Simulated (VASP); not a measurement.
# Fe (Im-3m) in VASP: single point with PBE

Aim: the single point of Fe with PBE.

Everything below comes from runs of VASP 6.6.1. Logs are shortened: lines on timing, memory, paths and dates and some standing lists are left out, and cuts for length are marked.

### 1 The cell of the first run

Symmetry: Im-3m, No. 229, cubic system. Conventional cell: a = 2.886 Å, b = 2.886 Å, c = 2.886 Å, α = 90.00°, β = 90.00°, γ = 90.00°. Within 3.3 Å of Fe (site symmetry m-3m) lie 14 Fe at 2.50 to 2.89 Å.

### 2 Single point, PBE, collinear spin, ferromagnetic start

Input file INCAR:

```
PREC = Accurate ; ENCUT = 520
EDIFF = 1E-6 ; ISMEAR = -1
SIGMA = 0.05 ; LREAL = F
LASPH = T ; NELM = 150
ALGO = Normal ; ISIF = 2
LWAVE = F ; LCHARG = F
ISPIN = 2 ; MAGMOM = 3 3
LORBIT = 11 ; LMAXMIX = 4
GGA = PE ; NBANDS = 19
```

Input file KPOINTS:

```
regular mesh
0
Gamma
  11 11 7
```

Input file POSCAR:

```
Fe
1.0
   -1.4430000000      1.4430000000      1.4430000000
    1.4430000000     -1.4430000000      1.4430000000
    2.8860000000      2.8860000000      0.0000000000
Fe
2
Direct
    0.0000000000      0.0000000000      0.0000000000
    0.5000000000      0.5000000000      0.5000000000
```

Potentials or basis: VASP PAW PBE potentials, release 64 (Fe).

Started as:

```sh
cat potpaw_PBE.64/Fe/POTCAR > POTCAR
mpirun -np 1 vasp_std > vasp.out
```

OUTCAR:

```text
PREC = Accurate
   ENCUT = 520
   EDIFF = 1E-6
   ISMEAR = -1
   LREAL = F
   LASPH = T
   NELM = 150
   ISIF = 2
   ISPIN = 2
   LORBIT = 11
   GGA = PE

 ion  position               nearest neighbor table
   1  0.000  0.000  0.000-   2 2.50   2 2.50   2 2.50   2 2.50   2 2.89   2 2.89   2 2.89   2 2.89

   2  0.500  0.500  0.500-   1 2.50   1 2.50   1 2.50   1 2.50   1 2.89   1 2.89   1 2.89   1 2.89

  LATTYP: Found a base centered orthorhombic cell.
 ALAT       =     2.8860000000
 B/A-ratio  =     1.4142135624
 C/A-ratio  =     1.4142135624

  Lattice vectors:

 A1 = (  -1.4430000000,   1.4430000000,   1.4430000000)
 A2 = (   1.4430000000,  -1.4430000000,   1.4430000000)
 A3 = (   2.8860000000,   2.8860000000,   0.0000000000)

Analysis of symmetry for initial positions (statically):
=====================================================================
 Subroutine PRICEL returns following result:

  LATTYP: Found a body centered cubic cell.
 ALAT       =     2.8860000000

  Lattice vectors:

 A1 = (  -1.4430000000,   1.4430000000,  -1.4430000000)
 A2 = (  -1.4430000000,  -1.4430000000,   1.4430000000)
 A3 = (   1.4430000000,   1.4430000000,   1.4430000000)

   2 primitive cells build up your supercell.

 Routine SETGRP: Setting up the symmetry group for a
 base centered orthorhombic supercell.

 Subroutine GETGRP returns: Found  8 space group operations
 (whereof  8 operations were pure point group operations)
 out of a pool of  8 trial point group operations.

The static configuration has the point symmetry D_2h.

Analysis of symmetry for dynamics (positions and initial velocities):
=====================================================================
 Subroutine PRICEL returns following result:

  LATTYP: Found a body centered cubic cell.
 ALAT       =     2.8860000000

  Lattice vectors:

 A1 = (  -1.4430000000,   1.4430000000,  -1.4430000000)
 A2 = (  -1.4430000000,  -1.4430000000,   1.4430000000)
 A3 = (   1.4430000000,   1.4430000000,   1.4430000000)

   2 primitive cells build up your supercell.

 Routine SETGRP: Setting up the symmetry group for a
 base centered orthorhombic supercell.

 Subroutine GETGRP returns: Found  8 space group operations
 (whereof  8 operations were pure point group operations)
 out of a pool of  8 trial point group operations.

The dynamic configuration has the point symmetry D_2h.

Analysis of structural, dynamic, and magnetic symmetry:
=====================================================================
 Subroutine PRICEL returns following result:

  LATTYP: Found a body centered cubic cell.
 ALAT       =     2.8860000000

  Lattice vectors:

 A1 = (  -1.4430000000,   1.4430000000,  -1.4430000000)
 A2 = (  -1.4430000000,  -1.4430000000,   1.4430000000)
 A3 = (   1.4430000000,   1.4430000000,   1.4430000000)

   2 primitive cells build up your supercell.

 Routine SETGRP: Setting up the symmetry group for a
 base centered orthorhombic supercell.

 Subroutine GETGRP returns: Found  8 space group operations
 (whereof  8 operations were pure point group operations)
 out of a pool of  8 trial point group operations.

The overall configuration has the point symmetry D_2h.

 Subroutine INISYM returns: Found  8 space group operations
 (whereof  8 operations are pure point group operations),
 and found     2 'primitive' translations

----------------------------------------------------------------------------------------

                                     Primitive cell

  volume of cell :      12.0187

  direct lattice vectors                    reciprocal lattice vectors
    -1.443000000  1.443000000 -1.443000000    -0.346500347  0.346500347  0.000000000
    -1.443000000 -1.443000000  1.443000000    -0.346500347  0.000000000  0.346500347
     1.443000000  1.443000000  1.443000000     0.000000000  0.346500347  0.346500347

  length of vectors
     2.499349315  2.499349315  2.499349315     0.490025489  0.490025489  0.490025489

  position of ions in fractional coordinates (direct lattice)
     0.000000000  0.000000000  0.000000000

  ion indices of the primitive-cell ions
   primitive index   ion index
                 1           1

----------------------------------------------------------------------------------------

 KPOINTS: regular mesh

Automatic generation of k-mesh.
 Grid dimensions read from file:
 generate k-points for:   11   11    7

 Generating k-lattice:

  Cartesian coordinates                     Fractional coordinates (reciprocal lattice)
    -0.015750016  0.015750016  0.031500032     0.090909091  0.000000000  0.000000000
     0.015750016 -0.015750016  0.031500032     0.000000000  0.090909091  0.000000000
     0.024750025  0.024750025  0.000000000     0.000000000  0.000000000  0.142857143

  Length of vectors
     0.038579502  0.038579502  0.035001821

  Shift w.r.t. Gamma in fractional coordinates (k-lattice)
     0.000000000  0.000000000  0.000000000

 Subroutine IBZKPT returns following result:
 ===========================================

 Found    144 irreducible k-points:

 Following reciprocal coordinates:
            Coordinates               Weight
  0.000000  0.000000  0.000000      1.000000
  0.090909  0.000000  0.000000      4.000000
  0.181818  0.000000  0.000000      4.000000
  0.272727  0.000000  0.000000      4.000000
  0.363636  0.000000  0.000000      4.000000
  0.454545  0.000000  0.000000      4.000000
[... 16 lines left out ...]
 -0.272727  0.181818  0.000000      4.000000
 -0.181818  0.181818  0.000000      2.000000
 [... further k-points ...]
   k-points           NKPTS =    144   k-points in BZ     NKDIM =    144   number of bands    NBANDS=     19
   number of dos      NEDOS =    301   number of ions     NIONS =      2
   total plane-waves  NPLWV =  12000
   dimension x,y,z NGX =    20 NGY =   20 NGZ =   30
   dimension x,y,z NGXF=    40 NGYF=   40 NGZF=   60
   ions per type =               2
   NGX,Y,Z   is equivalent  to a cutoff of  13.30, 13.30, 12.22 a.u.
   NGXF,Y,Z  is equivalent  to a cutoff of  26.61, 26.61, 24.44 a.u.
 SYSTEM =  unknown system
   PREC   = accura    normal or accurate (medium, high low for compatibility)
   ISTART =      0    job   : 0-new  1-cont  2-samecut
   ICHARG =      2    charge: 1-file 2-atom 10-const
   ISPIN  =      2    spin polarized calculation?
   LNONCOLLINEAR =      F non collinear calculations
   LSORBIT =      F    spin-orbit coupling
   LASPH  =      T    aspherical Exc in radial PAW
   ENCUT  =  520.0 eV  38.22 Ry    6.18 a.u.   4.65  4.65  7.59*2*pi/ulx,y,z
   NELM   =    150;   NELMIN=  2; NELMDL= -5     # of ELM steps
   EDIFF  = 0.1E-05   stopping-criterion for ELM
   LREAL  =      F    real-space projection
[... 7 lines left out ...]
   TEBEG  =    0.0;   TEEND  =   0.0 temperature during run
   PSTRESS=    0.0 pullay stress
   NELECT =      16.0000    total number of electrons
   NUPDOWN=      -1.0000    fix difference up-down
   EMIN   =  10.00;   EMAX   =-10.00  energy-range for DOS
   EFERMI =   0.00;   METHOD = LEGACY
   ISMEAR =    -1;   SIGMA  =   0.05  broadening in eV -4-tet -1-fermi 0-gaus
   EFERMI_NEDOS =   21; number of points for ismear=-14 and -15
   IALGO  =     38    algorithm
   IMIX   =      4    mixing-type and parameters
     AMIX     =   0.40;   BMIX     =  1.00
     AMIX_MAG =   1.60;   BMIX_MAG =  1.00
  volume/ion in A,a.u.               =      12.02        81.11
  Fermi-wavevector in a.u.,A,eV,Ry     =   1.429394  2.701162 27.798962  2.043166
  Thomas-Fermi vector in A             =   2.549352
   LORBIT       =     11    0 simple, 1 ext, 2 COOP (PROOUT), +10 PAW based schemes
   GGA     = PE    functional components
   LHFCALC =     F    Hartree Fock is set to
   AEXX    =    0.0000 exact exchange contribution
   IVDW    =     0    specifies the selected vdW correction
   LEPSILON=     F    determine dielectric tensor
   LRPA    =     F    only Hartree local field effects (RPA)
 spin polarized calculation
  energy-cutoff  :      520.00
  volume of cell :       24.04
 maximum number of plane-waves:       662
   NGX =  9   NGY =  9   NGZ = 15

 number of electron      15.9999993 magnetization       4.5534229

 Free energy of the ion-electron system (eV)
  ---------------------------------------------------
  ext. energy  EPLUGINS =         0.00000000
  ---------------------------------------------------
  free energy    TOTEN  =       -16.45185347 eV

  energy without entropy =      -16.43482170  energy(sigma->0) =      -16.44333758

 E-fermi :   5.2093     XC(G=0): -12.7994

 val. band max:        5.2069372451   @ k =  -0.3636   0.2727   0.0000
 cond. band min:       5.2117208473   @ k =  -0.4545   0.4545   0.1429
 fundamental gap:      0.0047836022
 Fermi energy:         5.2092798985

 spin component 1

 k-point     1 :       0.0000    0.0000    0.0000
  band No.  band energies     occupation
      1      -2.8411      1.00000
      2       0.6237      1.00000
      3       2.0600      1.00000
      4       3.0475      1.00000
      5       3.0476      1.00000
      6       3.0479      1.00000
[... 11 lines left out ...]
     18      29.7354      0.00000
     19      29.7368      0.00000
[... 489 lines left out ...]
      3       2.4284      1.00000
      4       2.7449      1.00000
      5       2.8099      1.00000
      6       2.9682      1.00000
[... 11 lines left out ...]
     18      28.9011      0.00000
     19      30.3367      0.00000

 [... further k-points ...]

 spin component 2

 k-point     1 :       0.0000    0.0000    0.0000
  band No.  band energies     occupation
      1      -2.6879      1.00000
      2       1.9510      1.00000
      3       3.8668      1.00000
      4       5.0473      0.96233
      5       5.0529      0.95798
      6       5.0601      0.95183
[... 11 lines left out ...]
     18      29.4504      0.00000
     19      29.4520      0.00000
[... 489 lines left out ...]
      3       4.1369      1.00000
      4       4.6773      0.99998
      5       4.6849      0.99997
      6       4.9131      0.99733
[... 11 lines left out ...]
     18      28.9876      0.00000
     19      30.7416      0.00000

 [... further k-points ...]

------------------------ aborting loop because EDIFF is reached ----------------------------------------

  FORCE on cell =-STRESS in cart. coord.  units (eV):
  Direction    XX          YY          ZZ          XY          YZ          ZX
  --------------------------------------------------------------------------------------
  -------------------------------------------------------------------------------------
  Total       -1.4382643     -1.4382643     -1.4138188     -0.0152321     -0.0000000     -0.0000000
  in kB      -95.8650470    -95.8650470    -94.2356746     -1.0152721     -0.0000000     -0.0000000
  external PRESSURE =     -95.3219229 kB  Pullay stress =       0.0000000 kB

 VOLUME and BASIS-vectors are now :
 -----------------------------------------------------------------------------
  energy-cutoff  :      520.00
  volume of cell :       24.04
      direct lattice vectors                 reciprocal lattice vectors
    -1.443000000  1.443000000  1.443000000    -0.173250173  0.173250173  0.346500347
     1.443000000 -1.443000000  1.443000000     0.173250173 -0.173250173  0.346500347
     2.886000000  2.886000000  0.000000000     0.173250173  0.173250173  0.000000000

 POSITION                                       TOTAL-FORCE (eV/Angst)
 -----------------------------------------------------------------------------------
      0.00000      0.00000      0.00000         0.000000      0.000000     -0.000000
      1.44300      1.44300      1.44300         0.000000     -0.000000      0.000000
 -----------------------------------------------------------------------------------
    total drift:                                0.000000     -0.000000      0.000000

  FREE ENERGIE OF THE ION-ELECTRON SYSTEM (eV)
  ---------------------------------------------------
  free  energy   TOTEN  =       -16.4518534693 eV

  energy  without entropy=      -16.4348217003  energy(sigma->0) =      -16.44333758

 total charge

# of ion       s       p       d       tot
------------------------------------------
    1        0.464   0.492   6.202   7.157
    2        0.464   0.492   6.202   7.157
--------------------------------------------------
tot          0.928   0.983  12.404  14.315

 magnetization (x)

# of ion       s       p       d       tot
------------------------------------------
    1       -0.014  -0.055   2.353   2.285
    2       -0.014  -0.055   2.353   2.285
--------------------------------------------------
tot         -0.027  -0.109   4.707   4.570
```

Run time: 3.5 min. Hardware: 1 thread of AMD EPYC 7R13, shared host; peak memory 0.18 GiB.

Results:

| Item | Value |
| --- | --- |
| Free energy | -16.4519 eV |
| Pressure | -9.5 GPa |
| Net moment | 4.55 μB per cell |
| Site moments | Fe +2.29 μB |
| Valence electrons inside the program's atomic spheres | Fe 7.16 |

Stress tensor (GPa, compression positive):
```
-9.59 -0.10  0.00
-0.10 -9.59  0.00
 0.00  0.00 -9.42
```

Caveat: the cell stands under tension.
